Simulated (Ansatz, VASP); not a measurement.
Two plane-wave programs on TePb

INCAR

```
ALGO = Normal
EDIFF = 1E-6
ENCUT = 520
GGA = RE
ISIF = 2
ISMEAR = -1
IVDW = 13
LASPH = True
LCHARG = True
LELF = True
LREAL = False
LVHAR = True
LWAVE = False
NBANDS = 17
NELM = 100
PREC = Accurate
SIGMA = 0.05
```

Contents of KPOINTS:

```
k-points
0
Gamma
  7 7 7
```

The input POSCAR:

```
TePb
1.0
    0.0000000000      3.2523979746      3.2523979746
    3.2523979746      0.0000000000      3.2523979746
    3.2523979746      3.2523979746      0.0000000000
Pb Te
1 1
Direct
    0.0000000000      0.0000000000      0.0000000000
    0.5000000000      0.5000000000      0.5000000000
```

input.yaml

```yaml
crystal:
  lattice:
    - [0.0, 3.2523979746, 3.2523979746]
    - [3.2523979746, 0.0, 3.2523979746]
    - [3.2523979746, 3.2523979746, 0.0]
  atoms:
    - { symbol: Pb, position: [0.0, 0.0, 0.0] }
    - { symbol: Te, position: [0.5, 0.5, 0.5] }
hamiltonian:
  xc: revpbe
  pseudopotentials: { kind: paw }
  dispersion: d4
kpoints:
  mp_grid: { grid: [7, 7, 7] }
scf:
  occupations: { method: fermi_dirac, width: 0.05 }
output:
  forces: true
  stress: true
  eigenvalues: true
```

Alike in both runs: task single point; functional revPBE; dispersion D4; k mesh 7 × 7 × 7; occupations fermi-dirac, width 0.05 eV; no spin polarisation.

|  | VASP | Ansatz |
| --- | --- | --- |
| version | VASP 6.6.1 | Ansatz 0.2.0 |
| potentials or method | VASP PAW PBE potentials, release 64 (Pb_d, Te) | Ansatz PAW |
| plane-wave cutoff (eV) | 520 | 420 |
| valence electrons in the cell | 20 | 30 |

|  | VASP | Ansatz | Ansatz less VASP |
| --- | --- | --- | --- |
| pressure (GPa) | -0.6 | -0.5 | +0.08 |

VASP's potentials were made for PBE, not for revPBE. VASP's potentials hold 20 valence electrons a cell and Ansatz's 30, so a difference there can come from the potentials and not from the codes.

Spin-orbit coupling is off throughout.
